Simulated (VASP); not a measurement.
Wanted: the native input for a VASP 6.6.1 run.

```
Task                   : single point
Functional             : PBEsol
Potentials or basis    : VASP PAW PBE potentials, release 64 (Na_pv, F)
Cutoff                 : 520 eV
k mesh                 : 8 × 8 × 8
Occupations            : gaussian, width 0.05 eV
Spin                   : no spin polarisation
Dipole correction      : no
Further INCAR settings : ALGO = Normal; EDIFF = 1e-07; NBANDS = 14
```

The structure of NaF lies in POSCAR:

```
NaF
1.0
    0.0000000000      2.3813825000      2.3813825000
    2.3813825000      0.0000000000      2.3813825000
    2.3813825000      2.3813825000      0.0000000000
Na F
1 1
Direct
    0.0000000000      0.0000000000      0.0000000000
    0.5000000000      0.5000000000      0.5000000000
```

This cell differs from its parent crystal: strain +0.025 along x and y, +0.025 along z.

The input as run:

INCAR

```
  PREC = Accurate
  ENCUT = 520
  EDIFF = 1E-7
  ISMEAR = 0
  SIGMA = 0.05
  LREAL = F
  LASPH = T
  NELM = 80
  ALGO = Normal
  ISIF = 2
  LWAVE = F
  LCHARG = F
  GGA = PS
  NBANDS = 14
```

KPOINTS

```
Automatic mesh
0
Gamma
  8 8 8
```

Potentials or basis: VASP PAW PBE potentials, release 64 (Na_pv, F).

The run is started by

```console
$ cat potpaw_PBE.64/Na_pv/POTCAR potpaw_PBE.64/F/POTCAR > POTCAR
$ mpirun -np 1 vasp_std > vasp.out
```

It gave:

- Pressure: -3.5 GPa
- Band gap on the k mesh: 5.76 eV, direct

Caveat: the cell differs from its parent crystal (strain +0.025 along x and y, +0.025 along z); the PAW data sets were made with another functional, which shifts forces and pressure a little.

Wall time 8.5 s on 1 thread of Intel(R) Xeon(R) Platinum 8375C CPU @ 2.90GHz (Ice Lake) (shared host), peak memory 0.15 GiB.
